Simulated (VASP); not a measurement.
# Ta in VASP: notebook

The runs below take Ta through single point, with PBE.

Program: VASP 6.6.1. These are calculated values, not measurements. Logs are shortened: lines on timing, memory, paths and dates and some standing lists are left out, and cuts for length are marked.

## 1. The cell of the first run

The cell holds a slab with vacuum, 4 atoms: a = 3.320 Å, b = 3.320 Å, c = 15.688 Å, α = 90.00°, β = 90.00°, γ = 90.00°.

## 2. Single point, PBE

File INCAR:

```
SYSTEM = Ta
PREC = Accurate
ENCUT = 520
EDIFF = 1E-6
ISMEAR = -1
SIGMA = 0.08
LREAL = .FALSE.
LASPH = .TRUE.
NELM = 60
ALGO = Normal
ISIF = 2
LWAVE = .FALSE.
LCHARG = .TRUE.
LDIPOL = .TRUE.
IDIPOL = 3
DIPOL = 0.5 0.5 0.500
GGA = PE
LELF = .TRUE.
LVHAR = .TRUE.
LVACPOTAV = .TRUE.
NBANDS = 30
```

File KPOINTS:

```
regular mesh
0
G
  12 12 1
  0 0 0
```

File POSCAR:

```
Ta
1.0
    3.3195547170      0.0000000000      0.0000000000
    0.0000000000      3.3195547170      0.0000000000
    0.0000000000      0.0000000000     15.6885000000
Ta
4
Direct
    0.2500000000      0.2500000000      0.3505755535
    0.7500000000      0.7500000000      0.4466513174
    0.2500000000      0.2500000000      0.5533486744
    0.7500000000      0.7500000000      0.6494244465
```

Potentials or basis: VASP PAW PBE potentials, release 64 (Ta_pv).

On the command line:

```bash
$ cat potpaw_PBE.64/Ta_pv/POTCAR > POTCAR
$ mpirun -np 1 vasp_std > vasp.out
```

OUTCAR:

```text
SYSTEM = Ta
   PREC = Accurate
   ENCUT = 520
   EDIFF = 1E-6
   ISMEAR = -1
   LREAL = .FALSE.
   LASPH = .TRUE.
   NELM = 60
   ISIF = 2
   GGA = PE

 ion  position               nearest neighbor table
   1  0.250  0.250  0.351-   2 2.79   2 2.79   2 2.79   2 2.79   3 3.18
   2  0.750  0.750  0.447-   1 2.79   1 2.79   1 2.79   1 2.79   3 2.88   3 2.88   3 2.88   3 2.88
                             4 3.18
   3  0.250  0.250  0.553-   4 2.79   4 2.79   4 2.79   4 2.79   2 2.88   2 2.88   2 2.88   2 2.88
                             1 3.18
   4  0.750  0.750  0.649-   3 2.79   3 2.79   3 2.79   3 2.79   2 3.18

  LATTYP: Found a simple tetragonal cell.
 ALAT       =     3.3195547170
 C/A-ratio  =     4.7260856764

  Lattice vectors:

 A1 = (   3.3195547170,   0.0000000000,   0.0000000000)
 A2 = (   0.0000000000,   3.3195547170,   0.0000000000)
 A3 = (   0.0000000000,   0.0000000000,  15.6885000000)

Analysis of symmetry for initial positions (statically):
=====================================================================
 Subroutine PRICEL returns:
 Original cell was already a primitive cell.

 Routine SETGRP: Setting up the symmetry group for a
 simple tetragonal supercell.

 Subroutine GETGRP returns: Found 16 space group operations
 (whereof  4 operations were pure point group operations)
 out of a pool of 16 trial point group operations.

The static configuration has the point symmetry C_2h.
 The point group associated with its full space group is D_4h.

Analysis of symmetry for dynamics (positions and initial velocities):
=====================================================================
 Subroutine PRICEL returns:
 Original cell was already a primitive cell.

 Routine SETGRP: Setting up the symmetry group for a
 simple tetragonal supercell.

 Subroutine GETGRP returns: Found 16 space group operations
 (whereof  4 operations were pure point group operations)
 out of a pool of 16 trial point group operations.

The dynamic configuration has the point symmetry C_2h.
 The point group associated with its full space group is D_4h.

 Subroutine INISYM returns: Found 16 space group operations
 (whereof  4 operations are pure point group operations),
 and found     1 'primitive' translations

----------------------------------------------------------------------------------------

                                     Primitive cell

  volume of cell :     172.8785

  direct lattice vectors                    reciprocal lattice vectors
     3.319554717  0.000000000  0.000000000     0.301245223  0.000000000  0.000000000
     0.000000000  3.319554717  0.000000000     0.000000000  0.301245223  0.000000000
     0.000000000  0.000000000 15.688500000     0.000000000  0.000000000  0.063740957

  length of vectors
     3.319554717  3.319554717 15.688500000     0.301245223  0.301245223  0.063740957

  position of ions in fractional coordinates (direct lattice)
     0.250000000  0.250000000  0.350575554
     0.750000000  0.750000000  0.446651317
     0.250000000  0.250000000  0.553348674
     0.750000000  0.750000000  0.649424446

  ion indices of the primitive-cell ions
   primitive index   ion index
                 1           1
                 2           2
                 3           3
                 4           4

----------------------------------------------------------------------------------------

 KPOINTS: regular mesh

Automatic generation of k-mesh.
 Grid dimensions read from file:
 generate k-points for:   12   12    1

 Generating k-lattice:

  Cartesian coordinates                     Fractional coordinates (reciprocal lattice)
     0.025103769  0.000000000  0.000000000     0.083333333  0.000000000  0.000000000
     0.000000000  0.025103769  0.000000000     0.000000000  0.083333333  0.000000000
     0.000000000  0.000000000  0.063740957     0.000000000  0.000000000  1.000000000

  Length of vectors
     0.025103769  0.025103769  0.063740957

  Shift w.r.t. Gamma in fractional coordinates (k-lattice)
     0.000000000  0.000000000  0.000000000

 Subroutine IBZKPT returns following result:
 ===========================================

 Found     28 irreducible k-points:

 Following reciprocal coordinates:
            Coordinates               Weight
  0.000000  0.000000  0.000000      1.000000
  0.083333  0.000000  0.000000      4.000000
  0.166667  0.000000  0.000000      4.000000
  0.250000  0.000000  0.000000      4.000000
  0.333333  0.000000  0.000000      4.000000
  0.416667  0.000000  0.000000      4.000000
[... 16 lines left out ...]
  0.333333  0.333333  0.000000      4.000000
  0.416667  0.333333  0.000000      8.000000
 [... further k-points ...]
   k-points           NKPTS =     28   k-points in BZ     NKDIM =     28   number of bands    NBANDS=     30
   number of dos      NEDOS =    301   number of ions     NIONS =      4
   total plane-waves  NPLWV =  94080
   dimension x,y,z NGX =    28 NGY =   28 NGZ =  120
   dimension x,y,z NGXF=    56 NGYF=   56 NGZF=  240
   ions per type =               4
   NGX,Y,Z   is equivalent  to a cutoff of  14.02, 14.02, 12.72 a.u.
   NGXF,Y,Z  is equivalent  to a cutoff of  28.05, 28.05, 25.43 a.u.
 SYSTEM =  Ta
   PREC   = accura    normal or accurate (medium, high low for compatibility)
   ISTART =      0    job   : 0-new  1-cont  2-samecut
   ICHARG =      2    charge: 1-file 2-atom 10-const
   ISPIN  =      1    spin polarized calculation?
   LNONCOLLINEAR =      F non collinear calculations
   LSORBIT =      F    spin-orbit coupling
   LASPH  =      T    aspherical Exc in radial PAW
   ENCUT  =  520.0 eV  38.22 Ry    6.18 a.u.   6.17  6.17 29.17*2*pi/ulx,y,z
   NELM   =     60;   NELMIN=  2; NELMDL= -5     # of ELM steps
   EDIFF  = 0.1E-05   stopping-criterion for ELM
   LREAL  =      F    real-space projection
   EDIFFG = 0.1E-04   stopping-criterion for IOM
   NSW    =      0    number of steps for IOM
   IBRION =     -1    ionic relax: 0-MD 1-quasi-New 2-CG
   NFREE  =      0    steps in history (QN), initial steepest desc. (CG)
   ISIF   =      2    stress and relaxation
   ISYM   =      2    0-nonsym 1-usesym 2-fastsym
   POTIM  = 0.5000    time-step for ionic-motion
   TEBEG  =    0.0;   TEEND  =   0.0 temperature during run
   PSTRESS=    0.0 pullay stress
   NELECT =      44.0000    total number of electrons
   NUPDOWN=      -1.0000    fix difference up-down
   EMIN   =  10.00;   EMAX   =-10.00  energy-range for DOS
   EFERMI =   0.00;   METHOD = LEGACY
   ISMEAR =    -1;   SIGMA  =   0.08  broadening in eV -4-tet -1-fermi 0-gaus
   EFERMI_NEDOS =   21; number of points for ismear=-14 and -15
   IALGO  =     38    algorithm
   IMIX   =      4    mixing-type and parameters
     AMIX     =   0.40;   BMIX     =  1.00
     AMIX_MAG =   1.60;   BMIX_MAG =  1.00
  volume/ion in A,a.u.               =      43.22       291.66
  Fermi-wavevector in a.u.,A,eV,Ry     =   1.037478  1.960548 14.644761  1.076360
  Thomas-Fermi vector in A             =   2.171917
   LORBIT       =      0    0 simple, 1 ext, 2 COOP (PROOUT), +10 PAW based schemes
   GGA     = PE    functional components
   LHFCALC =     F    Hartree Fock is set to
   AEXX    =    0.0000 exact exchange contribution
   IVDW    =     0    specifies the selected vdW correction
   LEPSILON=     F    determine dielectric tensor
   LRPA    =     F    only Hartree local field effects (RPA)
 non-spin polarized calculation
  energy-cutoff  :      520.00
  volume of cell :      172.88
 maximum number of plane-waves:      4684
 NGX is ok and might be reduce to    28
   NGX = 13   NGY = 13   NGZ = 59

 number of electron      43.9999994 magnetization

 dipolmoment           0.000000      0.000000      0.000001 electrons x Angstroem

 Free energy of the ion-electron system (eV)
  ---------------------------------------------------
  ext. energy  EPLUGINS =         0.00000000
  ---------------------------------------------------
  free energy    TOTEN  =       -43.55083413 eV

  energy without entropy =      -43.44269743  energy(sigma->0) =      -43.49676578

 E-fermi :   0.4299     XC(G=0):  -6.6848

 val. band max:        0.4288252073   @ k =   0.4167   0.0000   0.0000
 cond. band min:       0.4567936367   @ k =   0.1667   0.0833   0.0000
 fundamental gap:      0.0279684294
 Fermi energy:         0.4299326145

 k-point     1 :       0.0000    0.0000    0.0000
  band No.  band energies     occupation
      1     -34.3809      2.00000
      2     -34.3373      2.00000
      3     -34.2084      2.00000
      4     -34.2084      2.00000
      5     -34.1679      2.00000
      6     -34.1679      2.00000
[... 22 lines left out ...]
     29       2.1529      0.00000
     30       3.2096      0.00000

 k-point     2 :       0.0833    0.0000    0.0000
  band No.  band energies     occupation
      1     -34.3892      2.00000
      2     -34.3388      2.00000
      3     -34.2167      2.00000
      4     -34.2006      2.00000
      5     -34.1947      2.00000
      6     -34.1629      2.00000
[... 22 lines left out ...]
     29       2.7161      0.00000
     30       3.2561      0.00000

 k-point     3 :       0.1667    0.0000    0.0000
  band No.  band energies     occupation
      1     -34.4103      2.00000
      2     -34.3470      2.00000
      3     -34.2562      2.00000
      4     -34.2430      2.00000
      5     -34.1789      2.00000
      6     -34.1488      2.00000
[... 22 lines left out ...]
     29       3.0296      0.00000
     30       3.2964      0.00000

 k-point     4 :       0.2500    0.0000    0.0000
  band No.  band energies     occupation
      1     -34.4355      2.00000
      2     -34.3771      2.00000
      3     -34.3109      2.00000
      4     -34.2855      2.00000
      5     -34.1486      2.00000
      6     -34.1287      2.00000
[... 22 lines left out ...]
     29       3.2664      0.00000
     30       3.4467      0.00000

 k-point     5 :       0.3333    0.0000    0.0000
  band No.  band energies     occupation
      1     -34.4576      2.00000
      2     -34.4286      2.00000
      3     -34.3393      2.00000
      4     -34.3330      2.00000
      5     -34.1175      2.00000
      6     -34.1074      2.00000
[... 22 lines left out ...]
     29       3.0716      0.00000
     30       3.5335      0.00000
[... 526 lines left out ...]
     29       3.8154      0.00000
     30       3.9337      0.00000

 k-point    22 :       0.5000    0.2500    0.0000
  band No.  band energies     occupation
      1     -34.4217      2.00000
      2     -34.4217      2.00000
      3     -34.4032      2.00000
      4     -34.4032      2.00000
      5     -34.2219      2.00000
      6     -34.2219      2.00000
[... 22 lines left out ...]
     29       3.8377      0.00000
     30       3.8377      0.00000

 k-point    23 :       0.3333    0.3333    0.0000
  band No.  band energies     occupation
      1     -34.4155      2.00000
      2     -34.4067      2.00000
      3     -34.3901      2.00000
      4     -34.3332      2.00000
      5     -34.2879      2.00000
      6     -34.2608      2.00000
[... 22 lines left out ...]
     29       4.1082      0.00000
     30       4.2026      0.00000

 k-point    24 :       0.4167    0.3333    0.0000
  band No.  band energies     occupation
      1     -34.4305      2.00000
      2     -34.4148      2.00000
      3     -34.4099      2.00000
      4     -34.3708      2.00000
      5     -34.2769      2.00000
      6     -34.2656      2.00000
[... 22 lines left out ...]
     29       4.0985      0.00000
     30       4.2254      0.00000

 [... further k-points ...]

------------------------ aborting loop because EDIFF is reached ----------------------------------------

  FORCE on cell =-STRESS in cart. coord.  units (eV):
  Direction    XX          YY          ZZ          XY          YZ          ZX
  --------------------------------------------------------------------------------------
  -------------------------------------------------------------------------------------
  Total       -2.8815337     -2.8815337     -0.0000378     -0.0000000      0.0000000     -0.0000000
  in kB      -26.7050382    -26.7050382     -0.0003500     -0.0000000      0.0000000     -0.0000000
  external PRESSURE =     -17.8034755 kB  Pullay stress =       0.0000000 kB

 VOLUME and BASIS-vectors are now :
 -----------------------------------------------------------------------------
  energy-cutoff  :      520.00
  volume of cell :      172.88
      direct lattice vectors                 reciprocal lattice vectors
     3.319554717  0.000000000  0.000000000     0.301245223  0.000000000  0.000000000
     0.000000000  3.319554717  0.000000000     0.000000000  0.301245223  0.000000000
     0.000000000  0.000000000 15.688500000     0.000000000  0.000000000  0.063740957

 POSITION                                       TOTAL-FORCE (eV/Angst)
 -----------------------------------------------------------------------------------
      0.82989      0.82989      5.50000         0.000000     -0.000000     -0.002242
      2.48967      2.48967      7.00729        -0.000000      0.000000     -0.011610
      0.82989      0.82989      8.68121        -0.000000     -0.000000      0.011610
      2.48967      2.48967     10.18850         0.000000     -0.000000      0.002242
 -----------------------------------------------------------------------------------
    total drift:                                0.000000      0.000000      0.000139

  FREE ENERGIE OF THE ION-ELECTRON SYSTEM (eV)
  ---------------------------------------------------
  free  energy   TOTEN  =       -43.5508341271 eV

  energy  without entropy=      -43.4426974302  energy(sigma->0) =      -43.49676578

 vacuum level on the upper side and lower side of the slab         4.236         4.235
```

Wall time 5.6 min (1 thread of Intel Xeon 8259CL, shared host); peak memory 0.35 GiB.

Results:

```yaml
Free_energy: -43.5508 eV
Largest_force: 0.012 eV/Å
Band_gap_on_the_k_mesh: zero (bands 22 and 23 overlap by 0.58 eV)
```

Forces in eV/Å, atoms in the order of the input:
```
Ta   0.000  0.000 -0.002
Ta   0.000  0.000 -0.012
Ta   0.000  0.000  0.012
Ta   0.000  0.000  0.002
```

Caveat: spin-orbit coupling is left out, which moves the levels of the heavy elements.

## 3. Single point, PBE

This run uses another cell than the first one.

File INCAR:

```
  ALGO = Normal
  DIPOL = 0.5 0.5 0.500
  EDIFF = 1E-6
  ENCUT = 520
  GGA = PE
  IDIPOL = 3
  ISIF = 2
  ISMEAR = -1
  LASPH = True
  LCHARG = True
  LDIPOL = True
  LELF = True
  LREAL = False
  LVACPOTAV = True
  LVHAR = True
  LWAVE = False
  NBANDS = 30
  NELM = 100
  PREC = Accurate
  SIGMA = 0.08
```

File KPOINTS:

```
k-points
0
Gamma
  12 12 1
```

File POSCAR:

```
Ta
1.0
    3.3195547170      0.0000000000      0.0000000000
    0.0000000000      3.3195547170      0.0000000000
    0.0000000000      0.0000000000     20.9793000000
Ta
4
Direct
    0.2500000000      0.2500000000      0.3813274972
    0.7500000000      0.7500000000      0.4604424988
    0.2500000000      0.2500000000      0.5395575008
    0.7500000000      0.7500000000      0.6186725028
```

Potentials or basis: VASP PAW PBE potentials, release 64 (Ta_pv).

On the command line:

```bash
$ cat potpaw_PBE.64/Ta_pv/POTCAR > POTCAR
$ mpirun -np 1 vasp_std > vasp.out
```

OUTCAR:

```text
EDIFF = 1E-6
   ENCUT = 520
   GGA = PE
   ISIF = 2
   ISMEAR = -1
   LASPH = True
   LREAL = False
   NELM = 100
   PREC = Accurate

 ion  position               nearest neighbor table
   1  0.250  0.250  0.381-   2 2.87   2 2.87   2 2.87   2 2.87   3 3.32
   2  0.750  0.750  0.460-   1 2.87   1 2.87   1 2.87   1 2.87   3 2.87   3 2.87   3 2.87   3 2.87
                             4 3.32
   3  0.250  0.250  0.540-   2 2.87   4 2.87   2 2.87   4 2.87   2 2.87   4 2.87   2 2.87   4 2.87
                             1 3.32
   4  0.750  0.750  0.619-   3 2.87   3 2.87   3 2.87   3 2.87   2 3.32

  LATTYP: Found a simple tetragonal cell.
 ALAT       =     3.3195547170
 C/A-ratio  =     6.3199139007

[... 994 lines left out ...]
  -------------------------------------------------------------------------------------
  Total       -7.1194127     -7.1194127     -3.7726426      0.0000000     -0.0000000     -0.0000000
  in kB      -49.3405624    -49.3405624    -26.1460198      0.0000000     -0.0000000     -0.0000000
  external PRESSURE =     -41.6090482 kB  Pullay stress =       0.0000000 kB

 VOLUME and BASIS-vectors are now :
 -----------------------------------------------------------------------------
  energy-cutoff  :      520.00
  volume of cell :      231.18
      direct lattice vectors                 reciprocal lattice vectors
     3.319554717  0.000000000  0.000000000     0.301245223  0.000000000  0.000000000
     0.000000000  3.319554717  0.000000000     0.000000000  0.301245223  0.000000000
     0.000000000  0.000000000 20.979300000     0.000000000  0.000000000  0.047666033

 POSITION                                       TOTAL-FORCE (eV/Angst)
 -----------------------------------------------------------------------------------
      0.82989      0.82989      7.99998         0.000000      0.000000      0.992315
      2.48967      2.48967      9.65976        -0.000000      0.000000     -0.719392
      0.82989      0.82989     11.31954         0.000000      0.000000      0.719392
      2.48967      2.48967     12.97932        -0.000000     -0.000000     -0.992315
 -----------------------------------------------------------------------------------
    total drift:                                0.000000     -0.000000      0.000009

  FREE ENERGIE OF THE ION-ELECTRON SYSTEM (eV)
  ---------------------------------------------------
  free  energy   TOTEN  =       -43.3981127807 eV

  energy  without entropy=      -43.2970832366  energy(sigma->0) =      -43.34759801

 vacuum level on the upper side and lower side of the slab         3.296         3.296
```

It took 8 min on 1 thread of Intel Xeon 8259CL, shared host; peak memory 0.42 GiB.

Results:

```
Free energy            : -43.3981 eV
Largest force          : 0.992 eV/Å
Band gap on the k mesh : zero (bands 22 and 23 overlap by 0.42 eV)
```

Forces on the atoms (eV/Å):
```
Ta   0.000  0.000  0.992
Ta   0.000  0.000 -0.719
Ta   0.000  0.000  0.719
Ta   0.000  0.000 -0.992
```

Levels at points of the mesh, in eV from the Fermi level:
```
           k point  band 19  band 20  band 21  band 22  band 23  band 24  band 25  band 26
(0.00, 0.00, 0.00)    -0.20    -0.20    -0.01     0.33     0.33     0.57     0.57     0.75
(0.50, 0.00, 0.00)    -1.28    -1.28    -0.13    -0.13     0.25     0.25     0.85     0.85
(0.50, 0.50, 0.00)    -1.71    -1.71    -0.59    -0.59     1.75     1.75     2.37     2.37
```

Caveat: spin-orbit coupling is left out, which moves the levels of the heavy elements.

The gap in the log of VASP goes by the Fermi energy; the results here count the filled bands.